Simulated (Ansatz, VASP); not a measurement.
## One calculation of Cd3C, two programs

```
CELL_PARAMETERS angstrom
4.17058 0.00000 0.00000
0.00000 4.17058 0.00000
0.00000 0.00000 4.17058
ATOMIC_POSITIONS crystal
Cd 0.00000 0.50000 0.50000
Cd 0.50000 0.00000 0.50000
Cd 0.50000 0.50000 0.00000
C 0.00000 0.00000 0.00000
```

Alike in both runs: functional PBE; k mesh 12 × 12 × 12; occupations gaussian, width 0.1 eV; no spin polarisation.

Ansatz relaxed the structure, and its values are those at the end. VASP's run is a single point on that final structure, the one shown.

```csv
,VASP,Ansatz
version,VASP 6.6.1,Ansatz 0.2.0
potentials or method,"VASP PAW PBE potentials, release 64 (Cd, C), cutoff 600 eV","scalar-relativistic, plane waves, PAW"
valence electrons in the cell,40,64
```

|  | VASP | Ansatz | Ansatz less VASP |
| --- | --- | --- | --- |
| gap on the k mesh at the Fermi level (eV) | none | none | - |
| pressure (GPa) | 0.3 | 0.0 | -0.38 |

A gap of «none» marks a metal or a gap that the smearing closes. VASP's potentials hold 40 valence electrons a cell and Ansatz's 64, so a difference there can come from the potentials and not from the codes.
